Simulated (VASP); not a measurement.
# Ag (Cmcm) in VASP: single point with PBE

Aim: the single point of Ag with PBE.

Program: VASP 6.6.1. These are calculated values, not measurements. Logs are shortened: lines on timing, memory, paths and dates and some standing lists are left out, and cuts for length are marked.

## Step 1: The cell of the first run

The typed cell holds 2 atoms: a = 2.930 Å, b = 2.930 Å, c = 4.809 Å, α = 90.00°, β = 90.00°, γ = 119.98°.

## Step 2: Single point, PBE

INCAR

```
PREC = Accurate ; ENCUT = 520
EDIFF = 1E-6 ; ISMEAR = 0
SIGMA = 0.1 ; LREAL = False
LASPH = True ; NELM = 60
ALGO = Fast ; ISIF = 2
LWAVE = False ; LCHARG = True
GGA = PE ; LELF = True
LVHAR = True ; NBANDS = 18
```

KPOINTS

```
regular mesh
0
Gamma
  20 20 12
```

POSCAR

```
Ag
1.0
    1.4656473455     -2.5374104043      0.0000000000
    1.4656473455      2.5374104043      0.0000000000
    0.0000000000      0.0000000000      4.8088744544
Ag
2
Direct
    0.8332353632      0.1667646368      0.7500000000
    0.1667646368      0.8332353632      0.2500000000
```

Potentials or basis: VASP PAW PBE potentials, release 64 (Ag).

Started as:

```console
> cat potpaw_PBE.64/Ag/POTCAR > POTCAR
> mpirun -np 1 vasp_std > vasp.out
```

OUTCAR:

```text
PREC = Accurate
   ENCUT = 520
   EDIFF = 1E-6
   ISMEAR = 0
   LREAL = False
   LASPH = True
   NELM = 60
   ISIF = 2
   GGA = PE

 ion  position               nearest neighbor table
   1  0.833  0.167  0.750-   2 2.94   2 2.94   2 2.94   2 2.94   2 2.94   2 2.94
   2  0.167  0.833  0.250-   1 2.94   1 2.94   1 2.94   1 2.94   1 2.94   1 2.94

  LATTYP: Found a base centered orthorhombic cell.
 ALAT       =     2.9312946910
 B/A-ratio  =     1.7312557568
 C/A-ratio  =     1.6405291727

  Lattice vectors:

 A1 = (   1.4656473455,  -2.5374104043,   0.0000000000)
 A2 = (   1.4656473455,   2.5374104043,   0.0000000000)
 A3 = (   0.0000000000,   0.0000000000,   4.8088744544)

Analysis of symmetry for initial positions (statically):
=====================================================================
 Subroutine PRICEL returns:
 Original cell was already a primitive cell.

 Routine SETGRP: Setting up the symmetry group for a
 base centered orthorhombic supercell.

 Subroutine GETGRP returns: Found  8 space group operations
 (whereof  4 operations were pure point group operations)
 out of a pool of  8 trial point group operations.

The static configuration has the point symmetry C_2h.
 The point group associated with its full space group is D_2h.

Analysis of symmetry for dynamics (positions and initial velocities):
=====================================================================
 Subroutine PRICEL returns:
 Original cell was already a primitive cell.

 Routine SETGRP: Setting up the symmetry group for a
 base centered orthorhombic supercell.

 Subroutine GETGRP returns: Found  8 space group operations
 (whereof  4 operations were pure point group operations)
 out of a pool of  8 trial point group operations.

The dynamic configuration has the point symmetry C_2h.
 The point group associated with its full space group is D_2h.

 Subroutine INISYM returns: Found  8 space group operations
 (whereof  4 operations are pure point group operations),
 and found     1 'primitive' translations

----------------------------------------------------------------------------------------

                                     Primitive cell

  volume of cell :      35.7679

  direct lattice vectors                    reciprocal lattice vectors
     1.465647346 -2.537410404  0.000000000     0.341146185 -0.197051293  0.000000000
     1.465647346  2.537410404  0.000000000     0.341146185  0.197051293  0.000000000
     0.000000000  0.000000000  4.808874454     0.000000000  0.000000000  0.207948868

  length of vectors
     2.930285601  2.930285601  4.808874454     0.393966916  0.393966916  0.207948868

  position of ions in fractional coordinates (direct lattice)
     0.833235363  0.166764637  0.750000000
     0.166764637  0.833235363  0.250000000

  ion indices of the primitive-cell ions
   primitive index   ion index
                 1           1
                 2           2

----------------------------------------------------------------------------------------

 KPOINTS: regular mesh

Automatic generation of k-mesh.
 Grid dimensions read from file:
 generate k-points for:   20   20   12

 Generating k-lattice:

  Cartesian coordinates                     Fractional coordinates (reciprocal lattice)
     0.017057309 -0.009852565  0.000000000     0.050000000 -0.000000000  0.000000000
     0.017057309  0.009852565  0.000000000    -0.000000000  0.050000000  0.000000000
     0.000000000  0.000000000  0.017329072     0.000000000  0.000000000  0.083333333

  Length of vectors
     0.019698346  0.019698346  0.017329072

  Shift w.r.t. Gamma in fractional coordinates (k-lattice)
     0.000000000  0.000000000  0.000000000

 Subroutine IBZKPT returns following result:
 ===========================================

 Found    777 irreducible k-points:

 Following reciprocal coordinates:
            Coordinates               Weight
  0.000000  0.000000  0.000000      1.000000
  0.050000  0.000000  0.000000      4.000000
  0.100000  0.000000  0.000000      4.000000
  0.150000  0.000000  0.000000      4.000000
  0.200000  0.000000  0.000000      4.000000
  0.250000  0.000000  0.000000      4.000000
[... 16 lines left out ...]
 -0.400000  0.050000  0.000000      4.000000
 -0.350000  0.050000  0.000000      4.000000
 [... further k-points ...]
   k-points           NKPTS =    777   k-points in BZ     NKDIM =    777   number of bands    NBANDS=     18
   number of dos      NEDOS =    301   number of ions     NIONS =      2
   total plane-waves  NPLWV =  20736
   dimension x,y,z NGX =    24 NGY =   24 NGZ =   36
   dimension x,y,z NGXF=    48 NGYF=   48 NGZF=   72
   ions per type =               2
   NGX,Y,Z   is equivalent  to a cutoff of  13.62, 13.62, 12.45 a.u.
   NGXF,Y,Z  is equivalent  to a cutoff of  27.23, 27.23, 24.89 a.u.
 SYSTEM =  unknown system
   PREC   = accura    normal or accurate (medium, high low for compatibility)
   ISTART =      0    job   : 0-new  1-cont  2-samecut
   ICHARG =      2    charge: 1-file 2-atom 10-const
   ISPIN  =      1    spin polarized calculation?
   LNONCOLLINEAR =      F non collinear calculations
   LSORBIT =      F    spin-orbit coupling
   LASPH  =      T    aspherical Exc in radial PAW
   ENCUT  =  520.0 eV  38.22 Ry    6.18 a.u.   5.45  5.45  8.94*2*pi/ulx,y,z
   NELM   =     60;   NELMIN=  2; NELMDL= -5     # of ELM steps
   EDIFF  = 0.1E-05   stopping-criterion for ELM
   LREAL  =      F    real-space projection
   EDIFFG = 0.1E-04   stopping-criterion for IOM
   NSW    =      0    number of steps for IOM
   IBRION =     -1    ionic relax: 0-MD 1-quasi-New 2-CG
   NFREE  =      0    steps in history (QN), initial steepest desc. (CG)
   ISIF   =      2    stress and relaxation
   ISYM   =      2    0-nonsym 1-usesym 2-fastsym
   POTIM  = 0.5000    time-step for ionic-motion
   TEBEG  =    0.0;   TEEND  =   0.0 temperature during run
   PSTRESS=    0.0 pullay stress
   NELECT =      22.0000    total number of electrons
   NUPDOWN=      -1.0000    fix difference up-down
   EMIN   =  10.00;   EMAX   =-10.00  energy-range for DOS
   EFERMI =   0.00;   METHOD = LEGACY
   ISMEAR =     0;   SIGMA  =   0.10  broadening in eV -4-tet -1-fermi 0-gaus
   EFERMI_NEDOS =   21; number of points for ismear=-14 and -15
   IALGO  =     68    algorithm
   IMIX   =      4    mixing-type and parameters
     AMIX     =   0.40;   BMIX     =  1.00
     AMIX_MAG =   1.60;   BMIX_MAG =  1.00
  volume/ion in A,a.u.               =      17.88       120.69
  Fermi-wavevector in a.u.,A,eV,Ry     =   1.392252  2.630975 26.373065  1.938366
  Thomas-Fermi vector in A             =   2.516013
   LORBIT       =      0    0 simple, 1 ext, 2 COOP (PROOUT), +10 PAW based schemes
   GGA     = PE    functional components
   LHFCALC =     F    Hartree Fock is set to
   AEXX    =    0.0000 exact exchange contribution
   IVDW    =     0    specifies the selected vdW correction
   LEPSILON=     F    determine dielectric tensor
   LRPA    =     F    only Hartree local field effects (RPA)
 non-spin polarized calculation
 RMM-DIIS sequential band-by-band and
 Gauss-broadening in eV      SIGMA  =   0.10
  energy-cutoff  :      520.00
  volume of cell :       35.77
 maximum number of plane-waves:       990
 NGX is ok and might be reduce to    24
   NGX = 11   NGY = 11   NGZ = 17

 number of electron      22.0000002 magnetization

 Free energy of the ion-electron system (eV)
  ---------------------------------------------------
  ext. energy  EPLUGINS =         0.00000000
  ---------------------------------------------------
  free energy    TOTEN  =        -5.42871551 eV

  energy without entropy =       -5.42486931  energy(sigma->0) =       -5.42679241

 E-fermi :   7.8005     XC(G=0): -11.9257

 val. band max:        7.7933168554   @ k =  -0.3500   0.2500   0.3333
 cond. band min:       7.8127744832   @ k =   0.2500   0.2500   0.3333
 fundamental gap:      0.0194576278
 Fermi energy:         7.8004672971

 k-point     1 :       0.0000    0.0000    0.0000
  band No.  band energies     occupation
      1       0.3608      2.00000
      2       1.6728      2.00000
      3       3.1233      2.00000
      4       3.2264      2.00000
      5       3.2307      2.00000
      6       3.4413      2.00000
[... 10 lines left out ...]
     17      25.5705      0.00000
     18      25.5852      0.00000

 k-point     2 :       0.0500    0.0000    0.0000
  band No.  band energies     occupation
      1       0.4281      2.00000
      2       1.7118      2.00000
      3       3.0818      2.00000
      4       3.2633      2.00000
      5       3.2672      2.00000
      6       3.4284      2.00000
[... 10 lines left out ...]
     17      25.1549      0.00000
     18      25.9603      0.00000

 k-point     3 :       0.1000    0.0000    0.0000
  band No.  band energies     occupation
      1       0.6257      2.00000
      2       1.8202      2.00000
      3       3.0006      2.00000
      4       3.3311      2.00000
      5       3.3653      2.00000
      6       3.4114      2.00000
[... 10 lines left out ...]
     17      25.3423      0.00000
     18      26.3375      0.00000

 k-point     4 :       0.1500    0.0000    0.0000
  band No.  band energies     occupation
      1       0.9373      2.00000
      2       1.9681      2.00000
      3       2.9169      2.00000
      4       3.3079      2.00000
      5       3.4493      2.00000
      6       3.5163      2.00000
[... 375 lines left out ...]
      4       3.1737      2.00000
      5       3.4729      2.00000
      6       3.5808      2.00000
[... 10 lines left out ...]
     17      18.7396      0.00000
     18      23.4243      0.00000

 k-point    23 :      -0.4000    0.0500    0.0000
  band No.  band energies     occupation
      1       1.8899      2.00000
      2       2.1177      2.00000
      3       2.2783      2.00000
      4       3.2145      2.00000
      5       3.4954      2.00000
      6       3.5323      2.00000
[... 10 lines left out ...]
     17      19.8040      0.00000
     18      23.7272      0.00000

 k-point    24 :      -0.3500    0.0500    0.0000
  band No.  band energies     occupation
      1       1.9692      2.00000
      2       2.1034      2.00000
      3       2.4693      2.00000
      4       3.2747      2.00000
      5       3.3369      2.00000
      6       3.4124      2.00000
[... 10 lines left out ...]
     17      21.1039      0.00000
     18      24.1672      0.00000

 [... further k-points ...]
[... 5 lines left out ...]
  --------------------------------------------------------------------------------------
  -------------------------------------------------------------------------------------
  Total       -0.0091265     -0.0055357     -0.0076248      0.0000000      0.0000000      0.0000000
  in kB       -0.4088080     -0.2479660     -0.3415444      0.0000000      0.0000000      0.0000000
  external PRESSURE =      -0.3327728 kB  Pullay stress =       0.0000000 kB

 VOLUME and BASIS-vectors are now :
 -----------------------------------------------------------------------------
  energy-cutoff  :      520.00
  volume of cell :       35.77
      direct lattice vectors                 reciprocal lattice vectors
     1.465647346 -2.537410404  0.000000000     0.341146185 -0.197051293  0.000000000
     1.465647346  2.537410404  0.000000000     0.341146185  0.197051293  0.000000000
     0.000000000  0.000000000  4.808874454     0.000000000  0.000000000  0.207948868

 POSITION                                       TOTAL-FORCE (eV/Angst)
 -----------------------------------------------------------------------------------
      1.46565     -1.69111      3.60666         0.000000     -0.000313     -0.000000
      1.46565      1.69111      1.20222         0.000000      0.000313      0.000000
 -----------------------------------------------------------------------------------
    total drift:                               -0.000000      0.000000      0.000000

  FREE ENERGIE OF THE ION-ELECTRON SYSTEM (eV)
  ---------------------------------------------------
  free  energy   TOTEN  =        -5.4287155130 eV

  energy  without entropy=       -5.4248693099  energy(sigma->0) =       -5.42679241
```

It took 5.4 min on 1 thread of Intel Xeon Platinum 8259CL at 2.50GHz (Skylake/Cascade Lake), shared host; peak memory 0.49 GiB.

Results:

```yaml
Free_energy: -5.4287 eV
Pressure: 0.0 GPa
Band_gap_on_the_k_mesh: zero (band 11 reaches 11.55 eV, above the bottom of band 12 at 4.41 eV)
```
